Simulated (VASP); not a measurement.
# B27N26 (a cell with a defect) in VASP: single point with PBE

Aim: the single point of B27N26 (a cell with a defect) with PBE.

All numbers are computed with VASP 6.6.1; they aren't measurements. Logs are shortened: lines on timing, memory, paths and dates and some standing lists are left out, and cuts for length are marked.

## (1) The cell of the first run

The cell holds a defect, 53 atoms: a = 7.692 Å, b = 7.692 Å, c = 7.692 Å, α = 60.00°, β = 60.00°, γ = 60.00°.

## (2) Single point, PBE, collinear spin

The input, INCAR:

```
PREC = Accurate
ENCUT = 520
EDIFF = 1E-6
ISMEAR = 0
SIGMA = 0.05
LREAL = Auto
LASPH = T
NELM = 200
ALGO = Normal
ISIF = 2
LWAVE = F
LCHARG = F
ISPIN = 2
MAGMOM = 0 0 0 0 0.05 0 0 0 0 0 0.03 0 0.05 0.05 0.01 0 0.01 0.01 0 0 0 0 0.01 0.01 0 0.01 0 0 0 0 0 0 0 0 0 0 0 0 0 0 0 0 0 0 0 0 0 0 0 0 0 0 0
LORBIT = 11
GGA = PE
NBANDS = 142
GGA_COMPAT = F
KPAR = 2
NCORE = 2
```

The input, KPOINTS:

```
Automatic mesh
0
Gamma
  2 2 2
```

The input, POSCAR:

```
B27N26
1.0
    0.0000000000      5.4390030000      5.4390030000
    5.4390030000      0.0000000000      5.4390030000
    5.4390030000      5.4390030000      0.0000000000
B N
27 26
Direct
    0.0005955553     -0.0004777166      0.0003956490
    0.0009893817     -0.0002728859      0.3337696656
    0.0009905210     -0.0002736466      0.6664223125
    0.0009243635      0.3328457834      0.0007251793
   -0.0065920030      0.3355139480      0.3359961731
    0.0009244417      0.3328456956      0.6664146740
    0.0008933615      0.6655711236      0.0006935904
    0.0008918497      0.6655725560      0.3337512809
    0.0002198021      0.6662280400      0.6672301383
    0.3339678883     -0.0002726616      0.0007907148
    0.3368509969     -0.0092339132      0.3366436501
    0.3339680293     -0.0002721246      0.6664210142
    0.3361895063      0.3355019098     -0.0067612849
    0.3361842275      0.3355053537      0.3359795429
    0.3342410695      0.3330631337      0.6668016146
    0.3339488575      0.6655725535      0.0006930810
    0.3342751015      0.6657803575      0.3340788265
    0.3342752015      0.6657801973      0.6667741827
    0.6666234514     -0.0002751074      0.0007907777
    0.6666218188     -0.0002736113      0.3337698102
    0.6674114144     -0.0009315091      0.6672140398
    0.6666155372      0.3328457586      0.0007243215
    0.6669988271      0.3330623684      0.3340443843
    0.6669990790      0.3330624883      0.6668027621
    0.6674279237      0.6662281751      0.0000223145
    0.6669716479      0.6657800288      0.3340788755
    0.6674277321      0.6662283091      0.6672300357
    0.2504374093      0.2493233194      0.5825955429
    0.2504377960      0.2493232271      0.9185519156
    0.2504656785      0.5818159711      0.2502686370
    0.2504656940      0.5827608058      0.5838409511
    0.2504669541      0.5818139257      0.9183594051
    0.2505188698      0.9171756580      0.2503217219
    0.2505197560      0.9171766398      0.5828903850
    0.2506191661      0.9161783857      0.9170549420
    0.5827962408      0.2493230494      0.2502393310
    0.5840053539      0.2492838348      0.5838093450
    0.5827983384      0.2493223846      0.9185488676
    0.5840374277      0.5827606059      0.2502690706
    0.5840372917      0.5827609085      0.5838415928
    0.5838511215      0.5827242124      0.9171666515
    0.5830917365      0.9171734884      0.2503217302
    0.5838549862      0.9162070383      0.5836556643
    0.5838550277      0.9162069253      0.9171905171
    0.9187460905      0.2493242320      0.2502411664
    0.9187451118      0.2493235764      0.5825998195
    0.9172625450      0.2495213428      0.9170631964
    0.9185535326      0.5818166860      0.2502698584
    0.9173647096      0.5827244351      0.5836522287
    0.9173652287      0.5827242634      0.9171672193
    0.9172546015      0.9161786987      0.2504199730
    0.9173892432      0.9162073755      0.5836559995
    0.9172561688      0.9161774403      0.9170557171
```

Potentials or basis: VASP PAW PBE potentials, release 64 (B, N).

Run with:

```bash
> cat potpaw_PBE.64/B/POTCAR potpaw_PBE.64/N/POTCAR > POTCAR
> mpirun -np 4 vasp_std > vasp.out
```

OUTCAR:

```text
PREC = Accurate
   ENCUT = 520
   EDIFF = 1E-6
   ISMEAR = 0
   LREAL = Auto
   LASPH = T
   NELM = 200
   ISIF = 2
   ISPIN = 2
   LORBIT = 11
   GGA = PE

 ion  position               nearest neighbor table
   1  0.001  1.000  0.000-  47 1.57  35 1.57  53 1.57  51 1.57
   2  0.001  1.000  0.334-  33 1.57  45 1.57  52 1.57  51 1.57
   3  0.001  1.000  0.666-  34 1.57  46 1.57  52 1.57  53 1.57
   4  0.001  0.333  0.001-  29 1.57  45 1.57  50 1.57  47 1.57
   5  0.993  0.336  0.336-  48 1.55  46 1.55  45 1.55
   6  0.001  0.333  0.666-  28 1.57  46 1.57  49 1.57  47 1.57
   7  0.001  0.666  0.001-  32 1.57  48 1.57  50 1.57  53 1.57
   8  0.001  0.666  0.334-  30 1.57  48 1.57  49 1.57  51 1.57
   9  0.000  0.666  0.667-  49 1.57  50 1.57  52 1.57  31 1.57
  10  0.334  1.000  0.001-  33 1.57  29 1.57  44 1.57  35 1.57
  11  0.337  0.991  0.337-  42 1.55  33 1.55  34 1.55
  12  0.334  1.000  0.666-  34 1.57  28 1.57  43 1.57  35 1.57
  13  0.336  0.336  0.993-  32 1.55  38 1.55  29 1.55
  14  0.336  0.336  0.336-  30 1.55  36 1.55  28 1.55
  15  0.334  0.333  0.667-  31 1.57  37 1.57  28 1.58  29 1.58
  16  0.334  0.666  0.001-  32 1.57  30 1.57  41 1.57  35 1.57
  17  0.334  0.666  0.334-  31 1.57  39 1.57  33 1.58  30 1.58
[... 34 lines left out ...]
  52  0.917  0.916  0.584-   2 1.57   3 1.57  21 1.57   9 1.57
  53  0.917  0.916  0.917-   1 1.57   7 1.57  19 1.57   3 1.57

  LATTYP: Found a face centered cubic cell.
 ALAT       =    10.8780060000

  Lattice vectors:

 A1 = (   0.0000000000,   5.4390030000,   5.4390030000)
 A2 = (   5.4390030000,   0.0000000000,   5.4390030000)
 A3 = (   5.4390030000,   5.4390030000,   0.0000000000)

Analysis of symmetry for initial positions (statically):
=====================================================================
 Subroutine PRICEL returns:
 Original cell was already a primitive cell.

 Routine SETGRP: Setting up the symmetry group for a
 face centered cubic supercell.

 Subroutine GETGRP returns: Found  2 space group operations
 (whereof  1 operations were pure point group operations)
 out of a pool of 48 trial point group operations.

The static configuration has the point symmetry C_1 .
 The point group associated with its full space group is C_1h.

Analysis of symmetry for dynamics (positions and initial velocities):
=====================================================================
 Subroutine PRICEL returns:
 Original cell was already a primitive cell.

 Routine SETGRP: Setting up the symmetry group for a
 face centered cubic supercell.

 Subroutine GETGRP returns: Found  2 space group operations
 (whereof  1 operations were pure point group operations)
 out of a pool of 48 trial point group operations.

The dynamic configuration has the point symmetry C_1 .
 The point group associated with its full space group is C_1h.

Analysis of structural, dynamic, and magnetic symmetry:
=====================================================================
 Subroutine PRICEL returns:
 Original cell was already a primitive cell.

 Routine SETGRP: Setting up the symmetry group for a
 face centered cubic supercell.

 Subroutine GETGRP returns: Found  2 space group operations
 (whereof  1 operations were pure point group operations)
 out of a pool of 48 trial point group operations.

The overall configuration has the point symmetry C_1 .
 The point group associated with its full space group is C_1h.

 Subroutine INISYM returns: Found  2 space group operations
 (whereof  1 operations are pure point group operations),
 and found     1 'primitive' translations

----------------------------------------------------------------------------------------

                                     Primitive cell

  volume of cell :     321.8014

  direct lattice vectors                    reciprocal lattice vectors
     0.000000000  5.439003000  5.439003000    -0.091928613  0.091928613  0.091928613
     5.439003000  0.000000000  5.439003000     0.091928613 -0.091928613  0.091928613
     5.439003000  5.439003000  0.000000000     0.091928613  0.091928613 -0.091928613

  length of vectors
[... 155 lines left out ...]
 SYSTEM =  unknown system
   PREC   = accura    normal or accurate (medium, high low for compatibility)
   ISTART =      0    job   : 0-new  1-cont  2-samecut
   ICHARG =      2    charge: 1-file 2-atom 10-const
   ISPIN  =      2    spin polarized calculation?
   LNONCOLLINEAR =      F non collinear calculations
   LSORBIT =      F    spin-orbit coupling
   LASPH  =      T    aspherical Exc in radial PAW
   ENCUT  =  520.0 eV  38.22 Ry    6.18 a.u.  14.30 14.30 14.30*2*pi/ulx,y,z
   NELM   =    200;   NELMIN=  2; NELMDL= -5     # of ELM steps
   EDIFF  = 0.1E-05   stopping-criterion for ELM
   LREAL  =      T    real-space projection
   EDIFFG = 0.1E-04   stopping-criterion for IOM
   NSW    =      0    number of steps for IOM
   IBRION =     -1    ionic relax: 0-MD 1-quasi-New 2-CG
   NFREE  =      0    steps in history (QN), initial steepest desc. (CG)
   ISIF   =      2    stress and relaxation
   ISYM   =      2    0-nonsym 1-usesym 2-fastsym
   POTIM  = 0.5000    time-step for ionic-motion
   TEBEG  =    0.0;   TEEND  =   0.0 temperature during run
   PSTRESS=    0.0 pullay stress
   NELECT =     211.0000    total number of electrons
   NUPDOWN=      -1.0000    fix difference up-down
   EMIN   =  10.00;   EMAX   =-10.00  energy-range for DOS
   EFERMI =   0.00;   METHOD = LEGACY
   ISMEAR =     0;   SIGMA  =   0.05  broadening in eV -4-tet -1-fermi 0-gaus
   EFERMI_NEDOS =   21; number of points for ismear=-14 and -15
   IALGO  =     38    algorithm
   IMIX   =      4    mixing-type and parameters
     AMIX     =   0.40;   BMIX     =  1.00
     AMIX_MAG =   1.60;   BMIX_MAG =  1.00
  volume/ion in A,a.u.               =       6.07        40.97
  Fermi-wavevector in a.u.,A,eV,Ry     =   1.422240  2.687645 27.521427  2.022768
  Thomas-Fermi vector in A             =   2.542965
   LORBIT       =     11    0 simple, 1 ext, 2 COOP (PROOUT), +10 PAW based schemes
   GGA     = PE    functional components
   LHFCALC =     F    Hartree Fock is set to
   AEXX    =    0.0000 exact exchange contribution
   IVDW    =     0    specifies the selected vdW correction
   LEPSILON=     F    determine dielectric tensor
   LRPA    =     F    only Hartree local field effects (RPA)
 spin polarized calculation
 Gauss-broadening in eV      SIGMA  =   0.05
  energy-cutoff  :      520.00
  volume of cell :      321.80
 maximum number of plane-waves:      8694
 NGX is ok and might be reduce to    60
   NGX = 29   NGY = 29   NGZ = 29

 number of electron     210.9999983 magnetization       0.7497995

 Free energy of the ion-electron system (eV)
  ---------------------------------------------------
  ext. energy  EPLUGINS =         0.00000000
  ---------------------------------------------------
  free energy    TOTEN  =      -455.29051421 eV

  energy without entropy =     -455.28725730  energy(sigma->0) =     -455.28888575

 E-fermi :  11.2663     XC(G=0): -12.6844

 val. band max:       11.2401066304   @ k =   0.0000   0.5000   0.0000
 cond. band min:      11.3167045935   @ k =   0.5000   0.0000   0.0000
 fundamental gap:      0.0765979630
 Fermi energy:        11.2662868982

 spin component 1

 k-point     1 :       0.0000    0.0000    0.0000
  band No.  band energies     occupation
      1     -13.0060      1.00000
      2     -10.5935      1.00000
      3     -10.5934      1.00000
      4     -10.5932      1.00000
      5     -10.5920      1.00000
      6     -10.5656      1.00000
[... 709 lines left out ...]
    116      15.7538      0.00000
    117      15.7552      0.00000
 Fermi energy:        11.2662868982

 spin component 2

 k-point     1 :       0.0000    0.0000    0.0000
  band No.  band energies     occupation
      1     -12.9956      1.00000
      2     -10.5896      1.00000
      3     -10.5838      1.00000
      4     -10.5834      1.00000
      5     -10.5833      1.00000
      6     -10.5573      1.00000
[... 709 lines left out ...]
    116      15.7727      0.00000
    117      15.7742      0.00000
 [bands above 117 left out]

------------------------ aborting loop because EDIFF is reached ----------------------------------------

  FORCE on cell =-STRESS in cart. coord.  units (eV):
  Direction    XX          YY          ZZ          XY          YZ          ZX
  --------------------------------------------------------------------------------------
  -------------------------------------------------------------------------------------
  Total       -2.2644687     -2.2644687     -2.2499049     -0.2325595     -0.2317733      0.2317734
  in kB      -11.2742851    -11.2742851    -11.2017752     -1.1578620     -1.1539477      1.1539483
  external PRESSURE =     -11.2501151 kB  Pullay stress =       0.0000000 kB

 VOLUME and BASIS-vectors are now :
 -----------------------------------------------------------------------------
  energy-cutoff  :      520.00
  volume of cell :      321.80
      direct lattice vectors                 reciprocal lattice vectors
     0.000000000  5.439003000  5.439003000    -0.091928613  0.091928613  0.091928613
     5.439003000  0.000000000  5.439003000     0.091928613 -0.091928613  0.091928613
     5.439003000  5.439003000  0.000000000     0.091928613  0.091928613 -0.091928613

 POSITION                                       TOTAL-FORCE (eV/Angst)
 -----------------------------------------------------------------------------------
      5.43856      0.00539      5.43964         0.000575     -0.000575     -0.000518
      7.25289      1.82076      5.44290        -0.000954     -0.000528     -0.000024
      9.06219      3.63006      5.44290         0.000528      0.000954     -0.000024
      1.81429      0.00897      1.81538        -0.000129     -0.000190     -0.001207
      3.65235      7.23063      7.22801        -0.006988      0.006988      0.007291
      5.43498      3.62966      1.81538         0.000190      0.000129     -0.001207
[... 45 lines left out ...]
      8.15776      8.16419      9.97294         0.000054     -0.000054      0.000318
      9.97096      9.97683      9.97205        -0.000247     -0.000025      0.000139
 -----------------------------------------------------------------------------------
    total drift:                                0.046933      0.055272      0.031807

  FREE ENERGIE OF THE ION-ELECTRON SYSTEM (eV)
  ---------------------------------------------------
  free  energy   TOTEN  =      -455.2905142071 eV

  energy  without entropy=     -455.2872573026  energy(sigma->0) =     -455.28888575

 total charge

# of ion       s       p       d       tot
------------------------------------------
    1        0.674   1.347   0.000   2.021
    2        0.674   1.346   0.000   2.019
    3        0.674   1.346   0.000   2.019
    4        0.674   1.346   0.000   2.020
    5        0.671   1.258   0.000   1.929
    6        0.674   1.346   0.000   2.020
[... 45 lines left out ...]
   52        1.212   2.756   0.000   3.968
   53        1.212   2.750   0.000   3.962
--------------------------------------------------
tot         49.733 107.447   0.000 157.180

 magnetization (x)

# of ion       s       p       d       tot
------------------------------------------
    1        0.000  -0.000   0.000   0.000
    2        0.000   0.001   0.000   0.001
    3        0.000   0.001   0.000   0.001
    4        0.000   0.001   0.000   0.001
    5        0.024   0.074   0.000   0.098
    6        0.000   0.001   0.000   0.001
[... 45 lines left out ...]
   52        0.000  -0.000   0.000  -0.000
   53        0.000  -0.000   0.000   0.000
--------------------------------------------------
tot          0.135   0.281   0.000   0.416
```

Wall time 6.6 min (4 MPI ranks of AMD EPYC 7R13 (Zen 3), shared host); peak memory 0.51 GiB.

What came out:

```yaml
Free_energy: -455.2905 eV
Pressure: -1.1 GPa
Largest_force: 0.012 eV/Å
Net_moment: 0.75 μB per cell
Site_moments: B +0.00, +0.10, +0.06, +0.01 (each value once); N -0.00, +0.00 (each value once) μB
Valence_electrons_inside_the_program's_atomic_spheres: B 2.02, 1.93, 1.94, 2.01 (each value once); N 3.96, 3.97 (each value once)
```

Forces on the atoms (eV/Å):
```
B    0.001 -0.001 -0.001
B   -0.001 -0.001  0.000
B    0.001  0.001  0.000
B    0.000  0.000 -0.001
B   -0.007  0.007  0.007
B    0.000  0.000 -0.001
B    0.002  0.000  0.001
B    0.000 -0.002  0.001
B    0.000  0.000  0.000
B    0.000  0.000 -0.002
B    0.006 -0.006  0.005
B    0.000  0.000 -0.002
B    0.007  0.006 -0.007
B   -0.006 -0.007 -0.007
B    0.000  0.000 -0.004
B    0.001 -0.001  0.000
B    0.001 -0.003  0.001
B    0.003 -0.001  0.001
B    0.000  0.001  0.000
B   -0.001  0.000  0.000
B    0.001 -0.001  0.000
B    0.000  0.000  0.000
B   -0.003 -0.001  0.000
B    0.001  0.003  0.000
B    0.000  0.000  0.000
B    0.002 -0.002  0.003
B    0.000  0.000  0.000
N    0.000  0.001 -0.001
N   -0.001  0.000 -0.001
N    0.000  0.000  0.001
N    0.000  0.000  0.000
N    0.000  0.000  0.001
N   -0.002 -0.002 -0.001
N    0.002  0.002 -0.001
N    0.000  0.000  0.000
N   -0.002  0.001  0.001
N   -0.001  0.001  0.000
N   -0.001  0.002  0.001
N   -0.001  0.000  0.001
N    0.000  0.001  0.001
N    0.000  0.000  0.000
N   -0.002  0.002  0.003
N    0.000  0.000  0.000
N    0.000  0.000  0.000
N   -0.002  0.000  0.000
N    0.000  0.002  0.000
N    0.000  0.000  0.000
N    0.000  0.000  0.001
N    0.000  0.000  0.000
N    0.000  0.000  0.000
N    0.000  0.000  0.000
N    0.000  0.000  0.000
N    0.000  0.000  0.000
```

Caveat: the k points lie up to 0.50 Å⁻¹ apart.
